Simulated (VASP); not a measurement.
# Cs2AgIrF6 (Fm-3m) in VASP: single point with LDA

Aim: the single point of Cs2AgIrF6 with LDA.

Program: VASP 6.6.1. These are calculated values, not measurements. Logs are shortened: lines on timing, memory, paths and dates and some standing lists are left out, and cuts for length are marked.

### Step 1. The cell of the first run

It takes space group Fm-3m (No. 225, cubic). Conventional cell: a = 9.072 Å, b = 9.072 Å, c = 9.072 Å, α = 90.00°, β = 90.00°, γ = 90.00°. Cs (site symmetry -43m) has 12 F at 3.21 Å and 4 Ag at 3.93 Å and 4 Ir at 3.93 Å within 4.2 Å. Ag (site symmetry m-3m) has 6 F at 2.48 Å within 3.3 Å. Within 2.7 Å of Ir (site symmetry m-3m) lie 6 F at 2.06 Å. Within 2.7 Å of F (site symmetry 4mm) lie 1 Ir at 2.06 Å and 1 Ag at 2.48 Å.

### Step 2. Single point, LDA

Contents of INCAR:

```
PREC = Accurate
ENCUT = 520
EDIFF = 1E-6
ISMEAR = 1
SIGMA = 0.15
LREAL = False
LASPH = True
NELM = 100
ALGO = Normal
ISIF = 2
LWAVE = False
LCHARG = True
LELF = True
LVHAR = True
NBANDS = 51
ISYM = 0
```

Contents of KPOINTS:

```
Automatic mesh
0
Gamma
  4 4 4
  0.5 0.5 0.5
```

Contents of POSCAR:

```
Cs2AgIrF6
1.0
    0.0000000000      4.5360400000      4.5360400000
    4.5360400000      0.0000000000      4.5360400000
    4.5360400000      4.5360400000      0.0000000000
Cs Ag Ir F
2 1 1 6
Direct
    0.7500000000      0.7500000000      0.7500000000
    0.2500000000      0.2500000000      0.2500000000
    0.5000000000      0.5000000000      0.5000000000
    0.0000000000      0.0000000000      0.0000000000
    0.7733600000      0.2266400000      0.2266400000
    0.2266400000      0.2266400000      0.7733600000
    0.2266400000      0.7733600000      0.7733600000
    0.2266400000      0.7733600000      0.2266400000
    0.7733600000      0.2266400000      0.7733600000
    0.7733600000      0.7733600000      0.2266400000
```

Potentials or basis: VASP PAW LDA potentials, release 64 (Cs_sv, Ag, Ir, F).

Launch:

```sh
> cat potpaw_LDA.64/Cs_sv/POTCAR potpaw_LDA.64/Ag/POTCAR potpaw_LDA.64/Ir/POTCAR potpaw_LDA.64/F/POTCAR > POTCAR
> mpirun -np 1 vasp_std > vasp.out
```

OUTCAR:

```text
PREC = Accurate
   ENCUT = 520
   EDIFF = 1E-6
   ISMEAR = 1
   LREAL = False
   LASPH = True
   NELM = 100
   ISIF = 2
   ISYM = 0

 ion  position               nearest neighbor table
   1  0.750  0.750  0.750-
   2  0.250  0.250  0.250-
   3  0.500  0.500  0.500-   5 2.48   6 2.48   7 2.48   8 2.48   9 2.48  10 2.48
   4  0.000  0.000  0.000-   5 2.06   6 2.06   7 2.06   8 2.06   9 2.06  10 2.06
   5  0.773  0.227  0.227-   4 2.06   3 2.48
   6  0.227  0.227  0.773-   4 2.06   3 2.48
   7  0.227  0.773  0.773-   4 2.06   3 2.48
   8  0.227  0.773  0.227-   4 2.06   3 2.48
   9  0.773  0.227  0.773-   4 2.06   3 2.48
  10  0.773  0.773  0.227-   4 2.06   3 2.48

IMPORTANT INFORMATION: All symmetrisations will be switched off!
NOSYMM: (Re-)initialisation of all symmetry stuff for point group C_1.

----------------------------------------------------------------------------------------

                                     Primitive cell

  volume of cell :     186.6640

  direct lattice vectors                    reciprocal lattice vectors
     0.000000000  4.536040000  4.536040000    -0.110228305  0.110228305  0.110228305
     4.536040000  0.000000000  4.536040000     0.110228305 -0.110228305  0.110228305
     4.536040000  4.536040000  0.000000000     0.110228305  0.110228305 -0.110228305

  length of vectors
     6.414929287  6.414929287  6.414929287     0.190921024  0.190921024  0.190921024

  position of ions in fractional coordinates (direct lattice)
     0.750000000  0.750000000  0.750000000
     0.250000000  0.250000000  0.250000000
     0.500000000  0.500000000  0.500000000
     0.000000000  0.000000000  0.000000000
     0.773360000  0.226640000  0.226640000
     0.226640000  0.226640000  0.773360000
     0.226640000  0.773360000  0.773360000
     0.226640000  0.773360000  0.226640000
     0.773360000  0.226640000  0.773360000
     0.773360000  0.773360000  0.226640000

  ion indices of the primitive-cell ions
   primitive index   ion index
                 1           1
                 2           2
                 3           3
                 4           4
                 5           5
                 6           6
                 7           7
                 8           8
                 9           9
                10          10

----------------------------------------------------------------------------------------

 KPOINTS: Automatic mesh

Automatic generation of k-mesh.
 Grid dimensions read from file:
 generate k-points for:    4    4    4

 Generating k-lattice:

  Cartesian coordinates                     Fractional coordinates (reciprocal lattice)
    -0.027557076  0.027557076  0.027557076     0.250000000  0.000000000  0.000000000
     0.027557076 -0.027557076  0.027557076     0.000000000  0.250000000  0.000000000
     0.027557076  0.027557076 -0.027557076     0.000000000  0.000000000  0.250000000

  Length of vectors
     0.047730256  0.047730256  0.047730256

  Shift w.r.t. Gamma in fractional coordinates (k-lattice)
     0.500000000  0.500000000  0.500000000

 Subroutine IBZKPT returns following result:
 ===========================================

 Found    128 irreducible k-points:

 Following reciprocal coordinates:
            Coordinates               Weight
  0.125000  0.125000  0.125000      2.000000
  0.125000  0.000000  0.000000      2.000000
  0.000000  0.000000 -0.125000      2.000000
  0.000000  0.125000  0.000000      2.000000
  0.375000  0.125000  0.125000      2.000000
  0.125000  0.375000  0.125000      2.000000
[... 16 lines left out ...]
  0.000000  0.500000 -0.125000      2.000000
  0.500000  0.000000 -0.125000      2.000000
 [... further k-points ...]
   k-points           NKPTS =    128   k-points in BZ     NKDIM =    128   number of bands    NBANDS=     51
   number of dos      NEDOS =    301   number of ions     NIONS =     10
   total plane-waves  NPLWV = 110592
   dimension x,y,z NGX =    48 NGY =   48 NGZ =   48
   dimension x,y,z NGXF=    96 NGYF=   96 NGZF=   96
   ions per type =               2   1   1   6
   NGX,Y,Z   is equivalent  to a cutoff of  12.44, 12.44, 12.44 a.u.
   NGXF,Y,Z  is equivalent  to a cutoff of  24.88, 24.88, 24.88 a.u.
 SYSTEM =  unknown system
   PREC   = accura    normal or accurate (medium, high low for compatibility)
   ISTART =      0    job   : 0-new  1-cont  2-samecut
   ICHARG =      2    charge: 1-file 2-atom 10-const
   ISPIN  =      1    spin polarized calculation?
   LNONCOLLINEAR =      F non collinear calculations
   LSORBIT =      F    spin-orbit coupling
   LASPH  =      T    aspherical Exc in radial PAW
   ENCUT  =  520.0 eV  38.22 Ry    6.18 a.u.  11.93 11.93 11.93*2*pi/ulx,y,z
   NELM   =    100;   NELMIN=  2; NELMDL= -5     # of ELM steps
   EDIFF  = 0.1E-05   stopping-criterion for ELM
   LREAL  =      F    real-space projection
   EDIFFG = 0.1E-04   stopping-criterion for IOM
   NSW    =      0    number of steps for IOM
   IBRION =     -1    ionic relax: 0-MD 1-quasi-New 2-CG
   NFREE  =      0    steps in history (QN), initial steepest desc. (CG)
   ISIF   =      2    stress and relaxation
   ISYM   =      0    0-nonsym 1-usesym 2-fastsym
   POTIM  = 0.5000    time-step for ionic-motion
   TEBEG  =    0.0;   TEEND  =   0.0 temperature during run
   PSTRESS=    0.0 pullay stress
   NELECT =      80.0000    total number of electrons
   NUPDOWN=      -1.0000    fix difference up-down
   EMIN   =  10.00;   EMAX   =-10.00  energy-range for DOS
   EFERMI =   0.00;   METHOD = LEGACY
   ISMEAR =     1;   SIGMA  =   0.15  broadening in eV -4-tet -1-fermi 0-gaus
   EFERMI_NEDOS =   21; number of points for ismear=-14 and -15
   IALGO  =     38    algorithm
   IMIX   =      4    mixing-type and parameters
     AMIX     =   0.40;   BMIX     =  1.00
     AMIX_MAG =   1.60;   BMIX_MAG =  1.00
  volume/ion in A,a.u.               =      18.67       125.97
  Fermi-wavevector in a.u.,A,eV,Ry     =   1.234292  2.332474 20.728163  1.523477
  Thomas-Fermi vector in A             =   2.368988
   LORBIT       =      0    0 simple, 1 ext, 2 COOP (PROOUT), +10 PAW based schemes
   GGA     = CA    functional components
   LHFCALC =     F    Hartree Fock is set to
   AEXX    =    0.0000 exact exchange contribution
   IVDW    =     0    specifies the selected vdW correction
   LEPSILON=     F    determine dielectric tensor
   LRPA    =     F    only Hartree local field effects (RPA)
 non-spin polarized calculation
 Methfessel and Paxton  Order N= 1 SIGMA  =   0.15
  energy-cutoff  :      520.00
  volume of cell :      186.66
 maximum number of plane-waves:      5043
   NGX = 23   NGY = 23   NGZ = 23

 number of electron      80.0000009 magnetization

 Free energy of the ion-electron system (eV)
  ---------------------------------------------------
  ext. energy  EPLUGINS =         0.00000000
  ---------------------------------------------------
  free energy    TOTEN  =       -48.75113655 eV

  energy without entropy =      -48.77893747  energy(sigma->0) =      -48.76040352

 E-fermi :   1.6239     XC(G=0):  -9.8532

 val. band max:        1.5307617047   @ k =   0.5000   0.0000   0.3750
 cond. band min:       2.5740181959   @ k =   0.0000   0.5000   0.3750
 fundamental gap:      1.0432564912
 Fermi energy:         1.6238552296

 k-point     1 :       0.1250    0.1250    0.1250
  band No.  band energies     occupation
      1     -21.2938      2.00000
      2     -20.9446      2.00000
      3     -20.9446      2.00000
      4     -20.8695      2.00000
      5     -20.8603      2.00000
      6     -20.8603      2.00000
[... 43 lines left out ...]
     50       9.4318      0.00000
     51       9.5823      0.00000

 k-point     2 :       0.1250    0.0000    0.0000
  band No.  band energies     occupation
      1     -21.2938      2.00000
      2     -20.9446      2.00000
      3     -20.9446      2.00000
      4     -20.8695      2.00000
      5     -20.8603      2.00000
      6     -20.8603      2.00000
[... 43 lines left out ...]
     50       9.4314      0.00000
     51       9.5823      0.00000

 k-point     3 :       0.0000    0.0000   -0.1250
  band No.  band energies     occupation
      1     -21.2938      2.00000
      2     -20.9446      2.00000
      3     -20.9446      2.00000
      4     -20.8695      2.00000
      5     -20.8603      2.00000
      6     -20.8603      2.00000
[... 43 lines left out ...]
     50       9.4358      0.00000
     51       9.5823      0.00000
[... 1027 lines left out ...]
 k-point    23 :       0.0000    0.5000   -0.1250
  band No.  band energies     occupation
      1     -21.2246      2.00000
      2     -20.9621      2.00000
      3     -20.9506      2.00000
      4     -20.9131      2.00000
      5     -20.8573      2.00000
      6     -20.8553      2.00000
[... 43 lines left out ...]
     50       8.6919      0.00000
     51       8.8841      0.00000

 k-point    24 :       0.5000    0.0000   -0.1250
  band No.  band energies     occupation
      1     -21.2246      2.00000
      2     -20.9621      2.00000
      3     -20.9506      2.00000
      4     -20.9131      2.00000
      5     -20.8573      2.00000
      6     -20.8553      2.00000
[... 43 lines left out ...]
     50       8.6920      0.00000
     51       8.8837      0.00000

 [... further k-points ...]
[... 5 lines left out ...]
  --------------------------------------------------------------------------------------
  -------------------------------------------------------------------------------------
  Total       -8.4193984     -8.4193472     -8.4188620      0.0000190      0.0000131      0.0000182
  in kB      -72.2655018    -72.2650622    -72.2608978      0.0001632      0.0001124      0.0001561
  external PRESSURE =     -72.2638206 kB  Pullay stress =       0.0000000 kB

 VOLUME and BASIS-vectors are now :
 -----------------------------------------------------------------------------
  energy-cutoff  :      520.00
  volume of cell :      186.66
      direct lattice vectors                 reciprocal lattice vectors
     0.000000000  4.536040000  4.536040000    -0.110228305  0.110228305  0.110228305
     4.536040000  0.000000000  4.536040000     0.110228305 -0.110228305  0.110228305
     4.536040000  4.536040000  0.000000000     0.110228305  0.110228305 -0.110228305

 POSITION                                       TOTAL-FORCE (eV/Angst)
 -----------------------------------------------------------------------------------
      6.80406      6.80406      6.80406         0.000001     -0.000000     -0.000000
      2.26802      2.26802      2.26802         0.000001     -0.000001      0.000001
      4.53604      4.53604      4.53604         0.000008     -0.000000      0.000000
      0.00000      0.00000      0.00000         0.000059      0.000000     -0.000000
      2.05610      4.53604      4.53604        -0.324048      0.000001     -0.000001
      4.53604      4.53604      2.05610         0.000002     -0.000000     -0.323806
      7.01598      4.53604      4.53604         0.323960     -0.000000      0.000000
      4.53604      2.05610      4.53604         0.000008     -0.324006     -0.000002
      4.53604      7.01598      4.53604         0.000007      0.324006      0.000002
      4.53604      4.53604      7.01598         0.000002      0.000001      0.323806
 -----------------------------------------------------------------------------------
    total drift:                               -0.000001     -0.000001     -0.000001

  FREE ENERGIE OF THE ION-ELECTRON SYSTEM (eV)
  ---------------------------------------------------
  free  energy   TOTEN  =       -48.7511365522 eV

  energy  without entropy=      -48.7789374687  energy(sigma->0) =      -48.76040352
```

Run time: 16 min. Hardware: 1 thread of Intel Xeon Platinum 8488C (Sapphire Rapids), shared host; peak memory 1 GiB.

What came out:

```yaml
Free_energy: -48.7511 eV
Pressure: -7.2 GPa
Largest_force: 0.324 eV/Å
Band_gap_on_the_k_mesh: 1.04 eV
```

Forces in eV/Å, atoms in the order of the input:
```
Cs   0.000  0.000  0.000
Cs   0.000  0.000  0.000
Ag   0.000  0.000  0.000
Ir   0.000  0.000  0.000
F   -0.324  0.000  0.000
F    0.000  0.000 -0.324
F    0.324  0.000  0.000
F    0.000 -0.324  0.000
F    0.000  0.324  0.000
F    0.000  0.000  0.324
```

Caveat: the cell stands under tension; spin-orbit coupling is left out, which moves the levels of the heavy elements; a shifted mesh leaves out Γ, where band edges can lie. A k mesh can miss the band edges.
